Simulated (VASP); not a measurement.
# AlN (Pm) in VASP: a series of runs, part 2 of 2

VASP 6.6.1. The steps go on from the part before.

## (3) Single point, LDA (atom 1 (Al) moved by +0.496 Å along [1 0 0] and +0.496 Å along [1 2 0])

INCAR

```
SYSTEM = AlN
PREC = Accurate
ENCUT = 520
EDIFF = 1E-6
ISMEAR = 0
SIGMA = 0.05
LREAL = .False.
LASPH = .True.
NELM = 60
ALGO = Normal
ISIF = 2
LWAVE = .False.
LCHARG = .False.
GGA = CA
NBANDS = 26
```

KPOINTS

```
Automatic mesh
0
Gamma
  8 6 4
  0 0 0
```

POSCAR

```
AlN
1.0
   -1.6378403119      2.8368226349      0.0000000000
    0.0000000000      0.0000000000      4.1006264518
    4.9135209358      2.8368226349      0.0000000000
Al N
4 4
Direct
    0.5554231688      0.7500000000      0.2860869984
    1.0000000000      0.7500000000      0.6666666667
    0.0000000000      0.2500000000      0.3333333333
    0.5000000000      0.2500000000      0.8333333333
    0.5000000000      0.2500000000      0.1666666667
    1.0000000000      0.2500000000      0.6666666667
    0.0000000000      0.7500000000      0.3333333333
    0.5000000000      0.7500000000      0.8333333333
```

Potentials or basis: VASP PAW LDA potentials, release 64 (Al, N).

Run with:

```bash
cat potpaw_LDA.64/Al/POTCAR potpaw_LDA.64/N/POTCAR > POTCAR
mpirun -np 1 vasp_std > vasp.out
```

OUTCAR:

```text
SYSTEM = AlN
   PREC = Accurate
   ENCUT = 520
   EDIFF = 1E-6
   ISMEAR = 0
   LREAL = .False.
   LASPH = .True.
   NELM = 60
   ISIF = 2
   GGA = CA

 ion  position               nearest neighbor table
   1  0.555  0.750  0.286-   7 1.48   7 1.84   5 2.17   5 2.17   3 2.53   3 2.53   2 2.60   3 2.75
                             3 2.75   2 2.82   4 3.29   4 3.29
   2  0.000  0.750  0.667-   8 1.89   8 1.89   7 1.89   6 2.05   6 2.05   1 2.60   4 2.79   4 2.79
                             4 2.79   4 2.79   3 2.79   3 2.79   1 2.82
   3  0.000  0.250  0.333-   5 1.89   5 1.89   6 1.89   7 2.05   7 2.05   1 2.53   1 2.53   1 2.75
                             1 2.75   2 2.79   2 2.79   4 3.28   4 3.28   4 3.28   4 3.28
[... 918 lines left out ...]
  in kB       40.3452274    437.2281512     15.8450612   -180.6161919      0.0000000      0.0000000
  external PRESSURE =     164.4728133 kB  Pullay stress =       0.0000000 kB

 VOLUME and BASIS-vectors are now :
 -----------------------------------------------------------------------------
  energy-cutoff  :      520.00
  volume of cell :       76.21
      direct lattice vectors                 reciprocal lattice vectors
    -1.637840312  2.836822635  0.000000000    -0.152640033  0.264380293  0.000000000
     0.000000000  0.000000000  4.100626452     0.000000000  0.000000000  0.243865178
     4.913520936  2.836822635  0.000000000     0.152640033  0.088126764  0.000000000

 POSITION                                       TOTAL-FORCE (eV/Angst)
 -----------------------------------------------------------------------------------
      0.49600      2.38722      3.07547         0.861514    -16.147823      0.000000
      3.27568      1.89122      3.07547         2.555495      1.818154      0.000000
      1.63784      0.94561      1.02516        -1.012781      0.284868      0.000000
      3.27568      3.78243      1.02516         0.718054      0.394891      0.000000
      0.00000      1.89122      1.02516         2.116342      1.604195      0.000000
      3.27568      1.89122      1.02516        -0.962864     -0.553421      0.000000
      1.63784      0.94561      3.07547        -3.162460     13.136559      0.000000
      3.27568      3.78243      3.07547        -1.113300     -0.537423      0.000000
 -----------------------------------------------------------------------------------
    total drift:                                0.000263      0.000630     -0.000000

  FREE ENERGIE OF THE ION-ELECTRON SYSTEM (eV)
  ---------------------------------------------------
  free  energy   TOTEN  =       -60.7002609465 eV

  energy  without entropy=      -60.7002609465  energy(sigma->0) =      -60.70026095
```

OSZICAR:

```text
N       E                     dE             d eps       ncg     rms          rms(c)
DAV:   1     0.109622650800E+03    0.10962E+03   -0.15066E+04  3752   0.112E+03
DAV:   2    -0.624810273345E+02   -0.17210E+03   -0.16040E+03  4980   0.225E+02
DAV:   3    -0.712976217780E+02   -0.88166E+01   -0.87609E+01  5084   0.524E+01
DAV:   4    -0.713722429671E+02   -0.74621E-01   -0.74564E-01  4542   0.543E+00
DAV:   5    -0.713732379981E+02   -0.99503E-03   -0.99468E-03  5038   0.613E-01    0.179E+01
DAV:   6    -0.610587207582E+02    0.10315E+02   -0.30907E+01  4546   0.301E+01    0.674E+00
DAV:   7    -0.608378645504E+02    0.22086E+00   -0.15495E+00  4804   0.687E+00    0.390E+00
DAV:   8    -0.607191811459E+02    0.11868E+00   -0.10164E-01  4760   0.225E+00    0.138E+00
DAV:   9    -0.607006940821E+02    0.18487E-01   -0.26788E-02  4798   0.108E+00    0.331E-01
DAV:  10    -0.607003605652E+02    0.33352E-03   -0.41027E-03  4660   0.447E-01    0.196E-01
DAV:  11    -0.607002662700E+02    0.94295E-04   -0.57596E-04  4828   0.172E-01    0.837E-02
DAV:  12    -0.607002641933E+02    0.20767E-05   -0.17752E-04  4536   0.811E-02    0.213E-02
DAV:  13    -0.607002609872E+02    0.32061E-05   -0.97524E-06  4988   0.248E-02    0.101E-02
DAV:  14    -0.607002609465E+02    0.40644E-07   -0.34646E-06  3528   0.110E-02
   1 F= -.60700261E+02 E0= -.60700261E+02  d E =-.711310E-13
```

stdout:

```text
POSCAR found type information on POSCAR AlN
 POSCAR found :  2 types and       8 ions
 scaLAPACK will be used
 LDA part: xc-table for (Slater(with rela. corr.)+CA(PZ))
 , standard interpolation
 POSCAR, INCAR and KPOINTS ok, starting setup
 FFT: planning ... GRIDC
 FFT: planning ... GRID_SOFT
 FFT: planning ... GRID
 WAVECAR not read
 entering main loop
```

Run time: 53 s. Hardware: 1 thread of AMD EPYC 9R45 (Zen 5), shared host; peak memory 0.19 GiB.

Results:

* Free energy: -60.7003 eV
* Pressure: 16.4 GPa
* Largest force: 16.171 eV/Å
* Band gap on the k mesh: 2.28 eV

Forces in eV/Å, atoms in the order of the input:
```
Al    0.862 -16.148   0.000
Al    2.555   1.818   0.000
Al   -1.013   0.285   0.000
Al    0.718   0.395   0.000
N     2.116   1.604   0.000
N    -0.963  -0.553   0.000
N    -3.162  13.137   0.000
N    -1.113  -0.537   0.000
```

Levels at points of the mesh, in eV from the valence-band top:
```csv
k point,band 14,band 15,band 16,band 17,band 18,band 19
"(0.00, 0.00, 0.00)",-1.18,-0.87,0.00,2.28,4.10,4.57
"(0.50, 0.00, 0.00)",-2.37,-2.22,-1.49,3.72,4.28,6.42
"(0.00, 0.50, 0.00)",-1.90,-1.78,-1.26,4.04,4.75,5.73
"(0.50, 0.50, 0.00)",-0.94,-0.86,-0.52,4.10,4.53,6.68
"(0.00, 0.00, 0.50)",-1.50,-0.80,-0.68,3.83,5.30,6.12
"(0.50, 0.00, 0.50)",-2.77,-1.66,-0.84,2.30,4.34,5.19
"(0.00, 0.50, 0.50)",-1.97,-1.48,-1.07,3.84,4.67,5.73
"(0.50, 0.50, 0.50)",-1.51,-1.33,-1.29,2.98,3.83,5.44
```

Caveat: the cell differs from its parent crystal (atom 1 (Al) moved by +0.496 Å along [1 0 0] and +0.496 Å along [1 2 0]); the stress differs along the axes, from 2 to 44 GPa; forces of over 1 eV/Å act on the atoms, so gaps and moduli don't describe the material at rest.

## (4) Single point, LDA (atom 1 (Al) moved by +0.000 Å along [1 0 0] and -0.496 Å along [1 2 0])

INCAR

```
  PREC = Accurate
  ENCUT = 520
  EDIFF = 1E-6
  ISMEAR = 0
  SIGMA = 0.05
  LREAL = False
  LASPH = True
  NELM = 80
  ALGO = Normal
  ISIF = 2
  LWAVE = False
  LCHARG = True
  GGA = CA
  LELF = True
  LVHAR = True
  NBANDS = 26
```

KPOINTS

```
Automatic mesh
0
Gamma
  8 6 4
```

POSCAR, as its differences from that of step 3:

```diff
@@ -8,3 +8,3 @@
 Direct
-    0.5554231688      0.7500000000      0.2860869984
+    0.3688673746      0.7500000000      0.1229557916
     1.0000000000      0.7500000000      0.6666666667
```

Run with:

```bash
cat potpaw_LDA.64/Al/POTCAR potpaw_LDA.64/N/POTCAR > POTCAR
mpirun -np 1 vasp_std > vasp.out
```

It took 54 s on 1 thread of AMD EPYC 9R45 (Zen 5), shared host; peak memory 0.19 GiB.

It converged, with:

- Free energy: -63.3167 eV
- Pressure: 7.3 GPa
- Largest force: 5.607 eV/Å
- Band gap on the k mesh: 2.76 eV

Forces on the atoms (eV/Å):
```
Al   1.279  5.459  0.000
Al  -1.351 -1.053  0.000
Al   0.341 -0.572  0.000
Al  -0.329  0.289  0.000
N   -0.516 -1.511  0.000
N    0.500  0.234  0.000
N    2.782 -1.453  0.000
N   -2.706 -1.395  0.000
```

Stress tensor (GPa, compression positive):
```
21.87  0.58  0.00
 0.58 -0.89  0.00
 0.00  0.00  0.92
```

Levels at points of the mesh, in eV from the valence-band top:
```csv
k point,band 13,band 14,band 15,band 16,band 17,band 18,band 19,band 20
"(0.00, 0.00, 0.00)",-2.11,-1.76,-0.63,0.00,2.76,3.88,4.44,6.76
"(0.50, 0.00, 0.00)",-2.91,-2.42,-2.30,-2.05,4.86,4.95,5.91,6.12
"(0.00, 0.50, 0.00)",-2.56,-1.86,-1.84,-1.24,4.08,4.81,5.73,6.06
"(0.50, 0.50, 0.00)",-1.48,-1.39,-0.82,-0.61,5.24,5.47,6.44,6.53
"(0.00, 0.00, 0.50)",-1.94,-1.62,-0.87,-0.56,3.70,4.99,5.95,6.22
"(0.50, 0.00, 0.50)",-3.15,-2.63,-1.69,-1.26,3.27,4.06,6.25,7.18
"(0.00, 0.50, 0.50)",-2.20,-2.00,-1.70,-1.28,3.89,4.91,5.29,6.27
"(0.50, 0.50, 0.50)",-2.27,-2.17,-1.57,-1.20,4.34,4.57,5.34,5.64
```

Caveat: the cell differs from its parent crystal (atom 1 (Al) moved by +0.000 Å along [1 0 0] and -0.496 Å along [1 2 0]); the stress differs along the axes, from -1 to 22 GPa; forces of over 1 eV/Å act on the atoms, so gaps and moduli don't describe the material at rest. A k mesh can miss the band edges.

## (5) Overview

| cell | gap on the mesh (eV) | pressure (GPa) | largest force (eV/Å) |
| --- | --- | --- | --- |
| as given, atomic positions A | 2.51 | 8.6 | 6.89 |
| as given, atomic positions B | 2.28 | 16.4 | 16.17 |
| as given, atomic positions C | 2.76 | 7.3 | 5.61 |

Alike in all rows: task single point; level LDA; potentials or basis VASP PAW LDA potentials, release 64 (Al, N); no spin polarisation; k mesh 8 × 6 × 4; cutoff (eV) 520; smearing gaussian 0.05 eV.

Caveats: forces of over 1 eV/Å act on the atoms, so gaps and moduli don't describe the material at rest; the stress differs along the axes, from 1 to 17 GPa (at least some runs); the stress differs along the axes, from 2 to 44 GPa (at least some runs); the stress differs along the axes, from -1 to 22 GPa (at least some runs).

Total energies depend on the potentials used, so only differences within one code and one set of settings carry meaning.
